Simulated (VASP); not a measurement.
# Zn (P6/mmm) in VASP: a series of runs, part 3 of 3

VASP 6.6.1. Earlier steps stand in the parts before.

## 5. Relaxation of cell and atoms, PBE, target pressure -0.51 GPa, at which the enthalpy is minimised

This run uses another cell than the first one, of 15.91 Å³/atom, 0.892 times its volume.

The input, INCAR:

```
ALGO = Normal
EDIFF = 1E-6
EDIFFG = -0.005
ENCUT = 600
GGA = PE
IBRION = 2
ISIF = 3
ISMEAR = -1
LASPH = True
LCHARG = False
LREAL = False
LWAVE = False
NELM = 100
NSW = 60
PREC = Accurate
PSTRESS = -5.1
SIGMA = 0.1
```

The input, KPOINTS:

```
k-points
0
Gamma
  16 16 15
```

The input, POSCAR:

```
Zn
1.0
    2.6938172209      0.0000000000      0.0000000000
   -1.3469086105      2.3329141465      0.0000000000
    0.0000000000      0.0000000000      2.5321881877
Zn
1
Direct
    0.0000000000      0.0000000000      0.0000000000
```

Potentials or basis: VASP PAW PBE potentials, release 64 (Zn).

On the command line:

```sh
cat potpaw_PBE.64/Zn/POTCAR > POTCAR
mpirun -np 1 vasp_std > vasp.out
```

OUTCAR:

```text
EDIFF = 1E-6
   EDIFFG = -0.005
   ENCUT = 600
   GGA = PE
   IBRION = 2
   ISIF = 3
   ISMEAR = -1
   LASPH = True
   LREAL = False
   NELM = 100
   NSW = 60
   PREC = Accurate
   PSTRESS = -5.1

 ion  position               nearest neighbor table
   1  0.000  0.000  0.000-

  LATTYP: Found a hexagonal cell.
 ALAT       =     2.6938172209
 C/A-ratio  =     0.9400000000

  Lattice vectors:

 A1 = (   2.6938172209,   0.0000000000,   0.0000000000)
 A2 = (  -1.3469086105,   2.3329141465,   0.0000000000)
 A3 = (   0.0000000000,   0.0000000000,   2.5321881877)

Analysis of symmetry for initial positions (statically):
=====================================================================
 Subroutine PRICEL returns:
 Original cell was already a primitive cell.

 Routine SETGRP: Setting up the symmetry group for a
 hexagonal supercell.

 Subroutine GETGRP returns: Found 24 space group operations
 (whereof 24 operations were pure point group operations)
 out of a pool of 24 trial point group operations.

The static configuration has the point symmetry D_6h.

Analysis of symmetry for dynamics (positions and initial velocities):
=====================================================================
 Subroutine PRICEL returns:
 Original cell was already a primitive cell.

 Routine SETGRP: Setting up the symmetry group for a
 hexagonal supercell.

 Subroutine GETGRP returns: Found 24 space group operations
 (whereof 24 operations were pure point group operations)
 out of a pool of 24 trial point group operations.

The dynamic configuration has the point symmetry D_6h.

 Subroutine INISYM returns: Found 24 space group operations
 (whereof 24 operations are pure point group operations),
 and found     1 'primitive' translations

----------------------------------------------------------------------------------------

                                     Primitive cell

  volume of cell :      15.9134

  direct lattice vectors                    reciprocal lattice vectors
     2.693817221  0.000000000  0.000000000     0.371220435  0.214324218  0.000000000
    -1.346908611  2.332914146  0.000000000     0.000000000  0.428648436  0.000000000
     0.000000000  0.000000000  2.532188188     0.000000000  0.000000000  0.394915356

  length of vectors
     2.693817221  2.693817221  2.532188188     0.428648436  0.428648436  0.394915356

  position of ions in fractional coordinates (direct lattice)
     0.000000000  0.000000000  0.000000000

  ion indices of the primitive-cell ions
   primitive index   ion index
                 1           1

----------------------------------------------------------------------------------------

 KPOINTS: k-points

Automatic generation of k-mesh.
 Grid dimensions read from file:
 generate k-points for:   16   16   15

 Generating k-lattice:

[... 51 lines left out ...]
 SYSTEM =  unknown system
   PREC   = accura    normal or accurate (medium, high low for compatibility)
   ISTART =      0    job   : 0-new  1-cont  2-samecut
   ICHARG =      2    charge: 1-file 2-atom 10-const
   ISPIN  =      1    spin polarized calculation?
   LNONCOLLINEAR =      F non collinear calculations
   LSORBIT =      F    spin-orbit coupling
   LASPH  =      T    aspherical Exc in radial PAW
   ENCUT  =  600.0 eV  44.10 Ry    6.64 a.u.   5.38  5.38  5.06*2*pi/ulx,y,z
   NELM   =    100;   NELMIN=  2; NELMDL= -5     # of ELM steps
   EDIFF  = 0.1E-05   stopping-criterion for ELM
   LREAL  =      F    real-space projection
   EDIFFG = -.5E-02   stopping-criterion for IOM
   NSW    =     60    number of steps for IOM
   IBRION =      2    ionic relax: 0-MD 1-quasi-New 2-CG
   NFREE  =      1    steps in history (QN), initial steepest desc. (CG)
   ISIF   =      3    stress and relaxation
   ISYM   =      2    0-nonsym 1-usesym 2-fastsym
   POTIM  = 0.5000    time-step for ionic-motion
   TEBEG  =    0.0;   TEEND  =   0.0 temperature during run
   PSTRESS=   -5.1 pullay stress
   NELECT =      12.0000    total number of electrons
   NUPDOWN=      -1.0000    fix difference up-down
   EMIN   =  10.00;   EMAX   =-10.00  energy-range for DOS
   EFERMI =   0.00;   METHOD = LEGACY
   ISMEAR =    -1;   SIGMA  =   0.10  broadening in eV -4-tet -1-fermi 0-gaus
   EFERMI_NEDOS =   21; number of points for ismear=-14 and -15
   IALGO  =     38    algorithm
   IMIX   =      4    mixing-type and parameters
     AMIX     =   0.40;   BMIX     =  1.00
     AMIX_MAG =   1.60;   BMIX_MAG =  1.00
  volume/ion in A,a.u.               =      15.91       107.39
  Fermi-wavevector in a.u.,A,eV,Ry     =   1.490096  2.815873 30.210193  2.220387
  Thomas-Fermi vector in A             =   2.602921
   LORBIT       =      0    0 simple, 1 ext, 2 COOP (PROOUT), +10 PAW based schemes
   GGA     = PE    functional components
   LHFCALC =     F    Hartree Fock is set to
   AEXX    =    0.0000 exact exchange contribution
   IVDW    =     0    specifies the selected vdW correction
   LEPSILON=     F    determine dielectric tensor
   LRPA    =     F    only Hartree local field effects (RPA)
 conjugate gradient relaxation of ions
 non-spin polarized calculation
  energy-cutoff  :      600.00
  volume of cell :       15.91
 maximum number of plane-waves:       550
 NGX is ok and might be reduce to    24
   NGX = 11   NGY = 11   NGZ = 11

--------------------------------------- Ionic step        1  -------------------------------------------

 number of electron      11.9999995 magnetization

 Free energy of the ion-electron system (eV)
  ---------------------------------------------------
  ext. energy  EPLUGINS =         0.00000000
  ---------------------------------------------------
  free energy    TOTEN  =        -0.92823838 eV

  energy without entropy =       -0.91665571  energy(sigma->0) =       -0.92244705

------------------------ aborting loop because EDIFF is reached ----------------------------------------

  FORCE on cell =-STRESS in cart. coord.  units (eV):
  Direction    XX          YY          ZZ          XY          YZ          ZX
  --------------------------------------------------------------------------------------
  -------------------------------------------------------------------------------------
  Total        0.1541609      0.1541609      1.1279607     -0.0000000     -0.0000000      0.0000000
  in kB       15.5210812     15.5210812    113.5642599     -0.0000000     -0.0000000      0.0000000
  external PRESSURE =      53.3021408 kB  Pullay stress =      -5.1000000 kB
[... 94 lines left out ...]
  energy  without entropy=       -0.9580216967  energy(sigma->0) =       -0.96343532

  enthalpy is  TOTEN    =        -1.0249727353 eV   P V=       -0.0561237998

[... ionic steps 4 to 19 ...]

--------------------------------------- Ionic step       20  -------------------------------------------

 number of electron      12.0000019 magnetization

------------------------ aborting loop because EDIFF is reached ----------------------------------------
[... 69 lines left out ...]
--------------------------------------- Ionic step       22  -------------------------------------------

 number of electron      12.0000019 magnetization

 Free energy of the ion-electron system (eV)
  ---------------------------------------------------
  ext. energy  EPLUGINS =         0.00000000
  ---------------------------------------------------
  free energy    TOTEN  =        -1.00206307 eV

  energy without entropy =       -0.99348521  energy(sigma->0) =       -0.99777414

 E-fermi :   2.0015     XC(G=0): -10.6114

 val. band max:        1.9932062322   @ k =   0.5000   0.0000   0.4000
 cond. band min:       2.0234409955   @ k =   0.5000   0.0000   0.1333
 fundamental gap:      0.0302347633
 Fermi energy:         2.0014540710

 k-point     1 :       0.0000    0.0000    0.0000
  band No.  band energies     occupation
      1      -7.4926      2.00000
      2      -5.8470      2.00000
      3      -5.5509      2.00000
      4      -5.5509      2.00000
      5      -4.9681      2.00000
      6      -4.9681      2.00000
      7       7.9559      0.00000
      8      11.9014      0.00000
      9      22.0587      0.00000
     10      22.0587      0.00000
[... 287 lines left out ...]
 k-point    24 :       0.2500    0.1875    0.0000
  band No.  band energies     occupation
      1      -5.9066      2.00000
      2      -5.5641      2.00000
      3      -5.4773      2.00000
      4      -5.2243      2.00000
      5      -5.1597      2.00000
      6      -2.3381      2.00000
      7       7.4656      0.00000
      8       9.3789      0.00000
      9      12.9468      0.00000
     10      15.5673      0.00000

 [... further k-points ...]

------------------------ aborting loop because EDIFF is reached ----------------------------------------

  FORCE on cell =-STRESS in cart. coord.  units (eV):
  Direction    XX          YY          ZZ          XY          YZ          ZX
  --------------------------------------------------------------------------------------
  -------------------------------------------------------------------------------------
  Total       -0.0590527     -0.0590527     -0.0588576      0.0000000      0.0000000      0.0000000
  in kB       -5.3019349     -5.3019349     -5.2844206      0.0000000      0.0000000      0.0000000
  external PRESSURE =      -0.1960968 kB  Pullay stress =      -5.1000000 kB
[... 20 lines left out ...]
  energy  without entropy=       -0.9934852108  energy(sigma->0) =       -0.99777414

  enthalpy is  TOTEN    =        -1.0588666377 eV   P V=       -0.0568035695

 reached required accuracy - stopping structural energy minimisation
```

OSZICAR:

```text
N       E                     dE             d eps       ncg     rms          rms(c)
DAV:   1     0.380943264231E+02    0.38094E+02   -0.75268E+03  4824   0.208E+03
DAV:   2    -0.277528582835E+00   -0.38372E+02   -0.36774E+02  4842   0.216E+02
[... 166 lines left out ...]
  21 F= -.10588610E+01 E0= -.10545919E+01  d E =0.429403E-05
       N       E                     dE             d eps       ncg     rms          rms(c)
DAV:   1    -0.100224602475E+01   -0.13711E-03   -0.26385E-03  5416   0.947E-01    0.945E-02
DAV:   2    -0.100209397596E+01    0.15205E-03   -0.70334E-04  5294   0.565E-01    0.357E-02
DAV:   3    -0.100207102463E+01    0.22951E-04   -0.15571E-05  4972   0.683E-02    0.188E-02
DAV:   4    -0.100206295797E+01    0.80667E-05   -0.57867E-06  5004   0.407E-02    0.228E-03
DAV:   5    -0.100206306821E+01   -0.11024E-06   -0.37893E-07  2454   0.699E-03
  22 F= -.10588666E+01 E0= -.10545777E+01  d E =-.136185E-05
```

Wall time 4 min (1 thread of AMD EPYC 9R45 (Zen 5), shared host); peak memory 0.15 GiB.

What came out:

```
Free energy                                            : -1.0021 eV
Relaxed volume                                         : 17.84 Å³/atom
Relaxed cell                                           : a = 2.583 Å, b = 2.583 Å, c = 3.089 Å, α = 90.00°, β = 90.00°, γ = 120.00°
Space group after relaxing (to 0.05 Å)                 : P6/mmm (No. 191)
Energy change on relaxing (the enthalpy is what falls) : -73.8 meV/atom
Ionic steps                                            : 22
Pressure after relaxing                                : -0.5 GPa
Band gap on the k mesh                                 : zero (band 6 reaches 4.73 eV, above the bottom of band 7 at -1.31 eV)
```

Step by step:
| step | energy change (eV) | largest force (eV/Å) | pressure (GPa) | volume (Å³) |
| --- | --- | --- | --- | --- |
| 1 | 0.0000 | 0.0000 | 4.82 | 15.91 |
| 2 | -0.0381 | 0.0000 | -0.56 | 17.15 |
| 3 | -0.0406 | 0.0000 | -2.15 | 17.63 |
| 4 | -0.0405 | 0.0000 | -2.19 | 17.72 |
| 5 | -0.0538 | 0.0000 | -1.46 | 17.43 |
| 6 | -0.0671 | 0.0000 | 2.09 | 16.72 |
| 7 | -0.0670 | 0.0000 | 1.12 | 16.86 |
| 8 | -0.0673 | 0.0000 | 1.45 | 16.81 |
| 9 | -0.0733 | 0.0000 | 0.79 | 17.30 |
| 10 | -0.0726 | 0.0000 | 0.65 | 17.70 |
| 11 | -0.0737 | 0.0000 | 0.57 | 17.53 |
| 12 | -0.0725 | 0.0000 | -1.21 | 18.00 |
| 13 | -0.0740 | 0.0000 | -0.42 | 17.78 |
| 14 | -0.0740 | 0.0000 | -0.47 | 17.79 |
| 15 | -0.0739 | 0.0000 | -0.55 | 17.81 |
| 16 | -0.0739 | 0.0000 | -0.51 | 17.82 |
| 17 | -0.0739 | 0.0000 | -0.55 | 17.83 |
| 18 | -0.0738 | 0.0000 | -0.61 | 17.86 |
| 19 | -0.0738 | 0.0000 | -0.48 | 17.84 |
| 20 | -0.0738 | 0.0000 | -0.56 | 17.85 |
| 21 | -0.0739 | 0.0000 | -0.38 | 17.83 |
| 22 | -0.0738 | 0.0000 | -0.53 | 17.84 |

Final structure:
```
Zn
1.0
     2.58256    0.00000    0.00000
    -1.29128    2.23656    0.00000
     0.00000    0.00000    3.08947
Zn
1
Direct
  0.00000 0.00000 0.00000
```

Caveat: the cell is relaxed towards a set pressure, so the enthalpy falls and the energy may rise.

## 6. Summary

```tsv
task	cell	k mesh	cutoff (eV)	gap on the mesh (eV)	pressure (GPa)
single point	a = 2.577, b = 2.577, c = 3.103 Å, angles 90.0, 90.0, 120.0°, 1 atom	16 × 16 × 15	520	none	-0.2
single point	a = 4.413, b = 4.413, c = 2.802 Å, angles 90.0, 90.0, 120.0°, 3 atoms	8 × 8 × 11	520	none	-0.3
relaxation of cell and atoms	relaxed to -0.51 GPa from a = 2.694, b = 2.694, c = 2.532 Å, angles 90.0, 90.0, 120.0°, 1 atom	16 × 16 × 15	600	none	-0.5
```

Alike in all rows: level PBE; potentials or basis VASP PAW PBE potentials, release 64 (Zn); no spin polarisation; smearing fermi-dirac 0.1 eV.

Caveats: the cell is relaxed towards a set pressure, so the enthalpy falls and the energy may rise (some runs).

Absolute energies hang on the potentials; compare differences alone.
